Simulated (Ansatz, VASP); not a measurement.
InTe4: VASP beside Ansatz

```xyz
5
Lattice="-3.0735 3.0735 5.6669 3.0735 -3.0735 5.6669 3.0735 3.0735 -5.6669" Properties=species:S:1:pos:R:3 pbc="T T T"
In    0.0000    0.0000    0.0000
Te    1.5368    1.5368    2.8335
Te    1.5368    1.5368   -2.8335
Te   -1.5368    1.5368    2.8335
Te    1.5368   -1.5368    2.8335
```

Alike in both runs: functional PBE; k mesh 8 × 8 × 8; occupations gaussian, width 0.1 eV; no spin polarisation.

Ansatz relaxed the structure, and its values are those at the end. VASP's run is a single point on that final structure, the one shown.

```csv
,VASP,Ansatz
version,VASP 6.6.1,Ansatz 0.2.0
potentials or method,"VASP PAW PBE potentials, release 64 (In_d, Te), cutoff 520 eV","scalar-relativistic, plane waves, PAW"
valence electrons in the cell,37,77
```

```tsv
	VASP	Ansatz	Ansatz less VASP
gap on the k mesh at the Fermi level (eV)	none	none	-
pressure (GPa)	0.0	0.0	+0.03
```

A gap of «none» marks a metal or a gap that the smearing closes. With one functional, cell and mesh, what is left measures potentials, basis and numerics. VASP's potentials hold 37 valence electrons a cell and Ansatz's 77, so a difference there can come from the potentials and not from the codes.

Spin-orbit coupling is off throughout.
